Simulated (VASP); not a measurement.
Write the native input for VASP 6.6.1 that does the following.

```yaml
Task: single point
Functional: PBE
Potentials_or_basis: VASP PAW PBE potentials, release 64 (Se)
Cutoff: 520 eV
k_mesh: 6 × 6 × 6
Occupations: gaussian, width 0.02 eV
Spin: no spin polarisation
Dipole_correction: no
Further_INCAR_settings: ALGO = Normal; EDIFF = 1e-06; NBANDS = 27
```

The structure of Se lies in POSCAR:

```
Se
1.0
    5.5248840856      3.1897933140      1.8715620827
   -5.5248840856      3.1897933140      1.8715620827
    0.0000000000     -6.3795866282      1.8715620825
Se
6
Direct
    0.2658128846      0.1382672718      0.8857033762
    0.8857033762      0.2658128846      0.1382672718
    0.1382672718      0.8857033762      0.2658128846
    0.7341871154      0.8617327282      0.1142966238
    0.1142966238      0.7341871154      0.8617327282
    0.8617327282      0.1142966238      0.7341871154
```

These files were run (other wordings do the same):

INCAR

```
ALGO = Normal
EDIFF = 1E-6
ENCUT = 520
GGA = PE
ISIF = 2
ISMEAR = 0
LASPH = T
LCHARG = F
LREAL = F
LWAVE = F
NBANDS = 27
NELM = 100
PREC = Accurate
SIGMA = 0.02
```

KPOINTS

```
k-points
0
Gamma
  6 6 6
```

Potentials or basis: VASP PAW PBE potentials, release 64 (Se).

Launch:

```bash
$ cat potpaw_PBE.64/Se/POTCAR > POTCAR
$ mpirun -np 1 vasp_std > vasp.out
```

It gave:

```
Pressure               : 0.1 GPa
Largest force          : 0.028 eV/Å
Band gap on the k mesh : 1.57 eV, indirect (least direct gap 1.65 eV)
```

Wall time 2.2 min on 1 thread of AMD EPYC 9R45 96-Core Processor (Zen 5), with other jobs on the host, peak memory 0.38 GiB.
